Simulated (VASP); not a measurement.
Here is a VASP 6.6.1 calculation.

INCAR

```
SYSTEM = TiC
  ALGO = Normal
  EDIFF = 1E-6
  ENCUT = 520
  GGA = PE
  ISIF = 2
  ISMEAR = -1
  LASPH = .True.
  LCHARG = .False.
  LREAL = .False.
  LWAVE = .False.
  NBANDS = 15
  NELM = 60
  PREC = Accurate
  SIGMA = 0.05
```

File KPOINTS:

```
k-points
0
Gamma
  10 10 10
  0 0 0
```

File POSCAR:

```
TiC
1.0
    3.0622368785      0.0000000000      0.0000000000
   -1.5311134061      2.6519676608      0.0000000000
    0.0000000000      0.0000000000      2.7158378717
Ti C
1 1
Direct
    0.0000000000      0.0000000000      0.5000000000
    0.3333300000      0.6666700000      0.0000000000
```

Potentials or basis: VASP PAW PBE potentials, release 64 (Ti_sv, C).

Launch:

```bash
$ cat potpaw_PBE.64/Ti_sv/POTCAR potpaw_PBE.64/C/POTCAR > POTCAR
$ mpirun -np 1 vasp_std > vasp.out
```

Question: Estimate the band gap on the k mesh.

Answer: Zero (band 8 reaches 8.46 eV, above the bottom of band 9 at 8.38 eV).

Question: What does it give for the pressure?

Answer: -4.0 GPa.

Stress tensor (GPa, compression positive):
```
-3.57  0.00  0.00
 0.00 -3.57  0.00
 0.00  0.00 -4.93
```
